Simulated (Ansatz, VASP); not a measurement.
**GaN in VASP and in Ansatz**

```xyz
2
Lattice="0.0000 2.2040 2.2959 2.2040 0.0000 2.2959 2.2040 2.2040 0.0000" Properties=species:S:1:pos:R:3 pbc="T T T"
Ga    0.0000    0.0000    0.0000
N     1.1020    1.1020    1.1479
```

Change from the starting cell: epitaxial_xy strain -2.0%.

Alike in both runs: task single point; functional HSE06; k mesh 6 × 6 × 6; no spin polarisation.

|  | VASP | Ansatz |
| --- | --- | --- |
| version | VASP 6.6.1 | Ansatz 0.2.0 |
| potentials or method | VASP PAW PBE potentials, release 64 (Ga_d, N) | plane waves, PAW |
| plane-wave cutoff (eV) | 520 | 420 |
| occupations | gaussian, width 0.01 eV | fixed |
| valence electrons in the cell | 18 | 18 |

VASP gave:

```
gap on the k mesh at the Fermi level (eV)                     : 3.10
pressure (GPa)                                                : 3.8
traceless stress, the component that is largest in VASP (GPa) : -4.00
```

**Question.** Estimate Ansatz's values.

**Answer.** gap on the k mesh at the Fermi level (eV): 3.08; pressure (GPa): 3.9; traceless stress, the component that is largest in VASP (GPa): -3.96.

Ansatz's warnings: stress exchange threshold loose, stress scf threshold loose.
